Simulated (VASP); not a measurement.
# MgO (P6_3/mmc) in VASP: further runs

Runs on MgO. Level: PBE. Tasks: single point.

Everything below comes from runs of VASP 6.6.1. Logs are shortened: lines on timing, memory, paths and dates and some standing lists are left out, and cuts for length are marked.

### Step 1. The cell of the first run

It takes space group P6_3/mmc (No. 194, hexagonal). Conventional cell: a = 3.451 Å, b = 3.451 Å, c = 4.027 Å, α = 90.00°, β = 90.00°, γ = 120.00°. Within 2.6 Å of Mg (site symmetry -6m2) lie 5 O at 1.99 to 2.01 Å. Within 2.6 Å of O (site symmetry -6m2) lie 5 Mg at 1.99 to 2.01 Å.

### Step 2. Single point, PBE

Input file INCAR:

```
  PREC = Accurate
  ENCUT = 520
  EDIFF = 1E-6
  ISMEAR = 0
  SIGMA = 0.05
  LREAL = False
  LASPH = True
  NELM = 60
  ALGO = Normal
  ISIF = 2
  LWAVE = False
  LCHARG = False
  GGA = PE
  NBANDS = 16
```

Input file KPOINTS:

```
regular mesh
0
Gamma
  9 9 6
```

Input file POSCAR:

```
MgO
1.0
    3.4509000000      0.0000000000      0.0000000000
   -1.7254500000      2.9885670659      0.0000000000
    0.0000000000      0.0000000000      4.0274000000
Mg O
2 2
Direct
    0.6666666667      0.3333333333      0.7500000000
    0.3333333333      0.6666666667      0.2500000000
    0.6666666667      0.3333333333      0.2500000000
    0.3333333333      0.6666666667      0.7500000000
```

Potentials or basis: VASP PAW PBE potentials, release 64 (Mg, O).

Started as:

```
cat potpaw_PBE.64/Mg/POTCAR potpaw_PBE.64/O/POTCAR > POTCAR
mpirun -np 1 vasp_std > vasp.out
```

OUTCAR:

```text
PREC = Accurate
   ENCUT = 520
   EDIFF = 1E-6
   ISMEAR = 0
   LREAL = False
   LASPH = True
   NELM = 60
   ISIF = 2
   GGA = PE

 ion  position               nearest neighbor table
   1  0.667  0.333  0.750-   4 1.99   4 1.99   4 1.99   3 2.01   3 2.01   2 2.83   2 2.83   2 2.83
                             2 2.83   2 2.83   2 2.83
   2  0.333  0.667  0.250-   3 1.99   3 1.99   3 1.99   4 2.01   4 2.01   1 2.83   1 2.83   1 2.83
                             1 2.83   1 2.83   1 2.83
   3  0.667  0.333  0.250-   2 1.99   2 1.99   2 1.99   1 2.01   1 2.01
   4  0.333  0.667  0.750-   1 1.99   1 1.99   1 1.99   2 2.01   2 2.01

  LATTYP: Found a hexagonal cell.
 ALAT       =     3.4509000000
 C/A-ratio  =     1.1670578690

  Lattice vectors:

 A1 = (   3.4509000000,   0.0000000000,   0.0000000000)
 A2 = (  -1.7254500000,   2.9885670659,   0.0000000000)
 A3 = (   0.0000000000,   0.0000000000,   4.0274000000)

Analysis of symmetry for initial positions (statically):
=====================================================================
 Subroutine PRICEL returns:
 Original cell was already a primitive cell.

 Routine SETGRP: Setting up the symmetry group for a
 hexagonal supercell.

 Subroutine GETGRP returns: Found 24 space group operations
 (whereof 12 operations were pure point group operations)
 out of a pool of 24 trial point group operations.

The static configuration has the point symmetry D_3d.
 The point group associated with its full space group is D_6h.

Analysis of symmetry for dynamics (positions and initial velocities):
=====================================================================
 Subroutine PRICEL returns:
 Original cell was already a primitive cell.

 Routine SETGRP: Setting up the symmetry group for a
 hexagonal supercell.

 Subroutine GETGRP returns: Found 24 space group operations
 (whereof 12 operations were pure point group operations)
 out of a pool of 24 trial point group operations.

The dynamic configuration has the point symmetry D_3d.
 The point group associated with its full space group is D_6h.

 Subroutine INISYM returns: Found 24 space group operations
 (whereof 12 operations are pure point group operations),
 and found     1 'primitive' translations

----------------------------------------------------------------------------------------

                                     Primitive cell

  volume of cell :      41.5356

  direct lattice vectors                    reciprocal lattice vectors
     3.450900000  0.000000000  0.000000000     0.289779478  0.167304260  0.000000000
    -1.725450000  2.988567066  0.000000000     0.000000000  0.334608519  0.000000000
     0.000000000  0.000000000  4.027400000     0.000000000  0.000000000  0.248299151

  length of vectors
     3.450900000  3.450900000  4.027400000     0.334608519  0.334608519  0.248299151

  position of ions in fractional coordinates (direct lattice)
     0.666666667  0.333333333  0.750000000
     0.333333333  0.666666667  0.250000000
     0.666666667  0.333333333  0.250000000
     0.333333333  0.666666667  0.750000000

  ion indices of the primitive-cell ions
   primitive index   ion index
                 1           1
                 2           2
                 3           3
                 4           4

----------------------------------------------------------------------------------------

 KPOINTS: regular mesh

Automatic generation of k-mesh.
 Grid dimensions read from file:
 generate k-points for:    9    9    6

 Generating k-lattice:

  Cartesian coordinates                     Fractional coordinates (reciprocal lattice)
     0.032197720  0.018589362  0.000000000     0.111111111  0.000000000  0.000000000
     0.000000000  0.037178724  0.000000000     0.000000000  0.111111111  0.000000000
     0.000000000  0.000000000  0.041383192     0.000000000  0.000000000  0.166666667

  Length of vectors
     0.037178724  0.037178724  0.041383192

  Shift w.r.t. Gamma in fractional coordinates (k-lattice)
     0.000000000  0.000000000  0.000000000

 Subroutine IBZKPT returns following result:
 ===========================================

 Found     48 irreducible k-points:

 Following reciprocal coordinates:
            Coordinates               Weight
  0.000000  0.000000  0.000000      1.000000
  0.111111 -0.000000  0.000000      6.000000
  0.222222  0.000000  0.000000      6.000000
  0.333333  0.000000  0.000000      6.000000
  0.444444  0.000000  0.000000      6.000000
  0.111111  0.111111  0.000000      6.000000
[... 16 lines left out ...]
  0.333333  0.222222  0.166667     24.000000
  0.333333  0.333333  0.166667      4.000000
 [... further k-points ...]
   k-points           NKPTS =     48   k-points in BZ     NKDIM =     48   number of bands    NBANDS=     16
   number of dos      NEDOS =    301   number of ions     NIONS =      4
   total plane-waves  NPLWV =  23520
   dimension x,y,z NGX =    28 NGY =   28 NGZ =   30
   dimension x,y,z NGXF=    56 NGYF=   56 NGZF=   60
   ions per type =               2   2
   NGX,Y,Z   is equivalent  to a cutoff of  13.49, 13.49, 12.38 a.u.
   NGXF,Y,Z  is equivalent  to a cutoff of  26.98, 26.98, 24.77 a.u.
 SYSTEM =  unknown system
   PREC   = accura    normal or accurate (medium, high low for compatibility)
   ISTART =      0    job   : 0-new  1-cont  2-samecut
   ICHARG =      2    charge: 1-file 2-atom 10-const
   ISPIN  =      1    spin polarized calculation?
   LNONCOLLINEAR =      F non collinear calculations
   LSORBIT =      F    spin-orbit coupling
   LASPH  =      T    aspherical Exc in radial PAW
   ENCUT  =  520.0 eV  38.22 Ry    6.18 a.u.   6.42  6.42  7.49*2*pi/ulx,y,z
   NELM   =     60;   NELMIN=  2; NELMDL= -5     # of ELM steps
   EDIFF  = 0.1E-05   stopping-criterion for ELM
   LREAL  =      F    real-space projection
   EDIFFG = 0.1E-04   stopping-criterion for IOM
   NSW    =      0    number of steps for IOM
   IBRION =     -1    ionic relax: 0-MD 1-quasi-New 2-CG
   NFREE  =      0    steps in history (QN), initial steepest desc. (CG)
   ISIF   =      2    stress and relaxation
   ISYM   =      2    0-nonsym 1-usesym 2-fastsym
   POTIM  = 0.5000    time-step for ionic-motion
   TEBEG  =    0.0;   TEEND  =   0.0 temperature during run
   PSTRESS=    0.0 pullay stress
   NELECT =      16.0000    total number of electrons
   NUPDOWN=      -1.0000    fix difference up-down
   EMIN   =  10.00;   EMAX   =-10.00  energy-range for DOS
   EFERMI =   0.00;   METHOD = LEGACY
   ISMEAR =     0;   SIGMA  =   0.05  broadening in eV -4-tet -1-fermi 0-gaus
   EFERMI_NEDOS =   21; number of points for ismear=-14 and -15
   IALGO  =     38    algorithm
   IMIX   =      4    mixing-type and parameters
     AMIX     =   0.40;   BMIX     =  1.00
     AMIX_MAG =   1.60;   BMIX_MAG =  1.00
  volume/ion in A,a.u.               =      10.38        70.07
  Fermi-wavevector in a.u.,A,eV,Ry     =   1.191173  2.250990 19.305207  1.418893
  Thomas-Fermi vector in A             =   2.327241
   LORBIT       =      0    0 simple, 1 ext, 2 COOP (PROOUT), +10 PAW based schemes
   GGA     = PE    functional components
   LHFCALC =     F    Hartree Fock is set to
   AEXX    =    0.0000 exact exchange contribution
   IVDW    =     0    specifies the selected vdW correction
   LEPSILON=     F    determine dielectric tensor
   LRPA    =     F    only Hartree local field effects (RPA)
 non-spin polarized calculation
 Gauss-broadening in eV      SIGMA  =   0.05
  energy-cutoff  :      520.00
  volume of cell :       41.54
 maximum number of plane-waves:      1132
 NGX is ok and might be reduce to    28
   NGX = 13   NGY = 13   NGZ = 15

 number of electron      15.9999990 magnetization

 Free energy of the ion-electron system (eV)
  ---------------------------------------------------
  ext. energy  EPLUGINS =         0.00000000
  ---------------------------------------------------
  free energy    TOTEN  =       -23.50223989 eV

  energy without entropy =      -23.50223989  energy(sigma->0) =      -23.50223989

 E-fermi :   2.6076     XC(G=0): -10.3218

 val. band max:        2.3536037499   @ k =   0.0000   0.0000   0.0000
 cond. band min:       6.1081556164   @ k =   0.0000   0.0000   0.0000
 fundamental gap:      3.7545518665
 Fermi energy:         2.6075780700

 k-point     1 :       0.0000    0.0000    0.0000
  band No.  band energies     occupation
      1     -14.8239      2.00000
      2     -13.2257      2.00000
      3      -1.3988      2.00000
      4       0.4895      2.00000
      5       0.4895      2.00000
      6       1.5351      2.00000
[... 8 lines left out ...]
     15      18.2644      0.00000
     16      18.6424      0.00000

 k-point     2 :       0.1111   -0.0000    0.0000
  band No.  band energies     occupation
      1     -14.7577      2.00000
      2     -13.2405      2.00000
      3      -1.3016      2.00000
      4       0.2967      2.00000
      5       0.3861      2.00000
      6       1.2399      2.00000
[... 8 lines left out ...]
     15      17.8406      0.00000
     16      18.1398      0.00000

 k-point     3 :       0.2222    0.0000    0.0000
  band No.  band energies     occupation
      1     -14.5742      2.00000
      2     -13.2924      2.00000
      3      -1.0226      2.00000
      4      -0.2750      2.00000
      5       0.1715      2.00000
      6       0.8196      2.00000
[... 8 lines left out ...]
     15      17.1416      0.00000
     16      17.6338      0.00000

 k-point     4 :       0.3333    0.0000    0.0000
  band No.  band energies     occupation
      1     -14.3213      2.00000
      2     -13.3931      2.00000
      3      -0.9202      2.00000
      4      -0.6078      2.00000
      5      -0.0270      2.00000
      6       0.5630      2.00000
[... 8 lines left out ...]
     15      16.8488      0.00000
     16      17.8300      0.00000
[... 324 lines left out ...]
 k-point    22 :       0.2222    0.2222    0.1667
  band No.  band energies     occupation
      1     -14.1197      2.00000
      2     -13.4874      2.00000
      3      -1.0657      2.00000
      4      -0.9873      2.00000
      5       0.1331      2.00000
      6       0.5339      2.00000
[... 8 lines left out ...]
     15      17.5112      0.00000
     16      18.4578      0.00000

 k-point    23 :       0.3333    0.2222    0.1667
  band No.  band energies     occupation
      1     -13.9184      2.00000
      2     -13.6035      2.00000
      3      -1.3606      2.00000
      4      -0.7227      2.00000
      5      -0.2671      2.00000
      6       0.7929      2.00000
[... 8 lines left out ...]
     15      17.2461      0.00000
     16      18.7343      0.00000

 k-point    24 :       0.3333    0.3333    0.1667
  band No.  band energies     occupation
      1     -13.7461      2.00000
      2     -13.7461      2.00000
      3      -1.3549      2.00000
      4      -0.5731      2.00000
      5      -0.5731      2.00000
      6       1.1567      2.00000
[... 8 lines left out ...]
     15      17.0346      0.00000
     16      19.5526      0.00000

 [... further k-points ...]
[... 5 lines left out ...]
  --------------------------------------------------------------------------------------
  -------------------------------------------------------------------------------------
  Total        2.7744241      2.7744241      5.0667934      0.0000000      0.0000000      0.0000000
  in kB      107.0195916    107.0195916    195.4445802      0.0000000      0.0000000      0.0000000
  external PRESSURE =     136.4945878 kB  Pullay stress =       0.0000000 kB

 VOLUME and BASIS-vectors are now :
 -----------------------------------------------------------------------------
  energy-cutoff  :      520.00
  volume of cell :       41.54
      direct lattice vectors                 reciprocal lattice vectors
     3.450900000  0.000000000  0.000000000     0.289779478  0.167304260  0.000000000
    -1.725450000  2.988567066  0.000000000     0.000000000  0.334608519  0.000000000
     0.000000000  0.000000000  4.027400000     0.000000000  0.000000000  0.248299151

 POSITION                                       TOTAL-FORCE (eV/Angst)
 -----------------------------------------------------------------------------------
      1.72545      0.99619      3.02055         0.000000      0.000000      0.000000
     -0.00000      1.99238      1.00685        -0.000000      0.000000      0.000000
      1.72545      0.99619      1.00685         0.000000     -0.000000     -0.000000
     -0.00000      1.99238      3.02055         0.000000      0.000000      0.000000
 -----------------------------------------------------------------------------------
    total drift:                               -0.000000      0.000000     -0.000000

  FREE ENERGIE OF THE ION-ELECTRON SYSTEM (eV)
  ---------------------------------------------------
  free  energy   TOTEN  =       -23.5022398893 eV

  energy  without entropy=      -23.5022398893  energy(sigma->0) =      -23.50223989
```

It took 13 s on 1 thread of Intel Xeon 6975P-C (Granite Rapids), shared host; peak memory 0.17 GiB.

Results:

```
Free energy            : -23.5022 eV
Pressure               : 13.6 GPa
Band gap on the k mesh : 3.75 eV, direct
```

Stress tensor (GPa, compression positive):
```
10.70  0.00  0.00
 0.00 10.70  0.00
 0.00  0.00 19.54
```

Expect the measured gap to be larger: semilocal functionals such as PBE lack the derivative discontinuity.

[end of part 1 of 2]
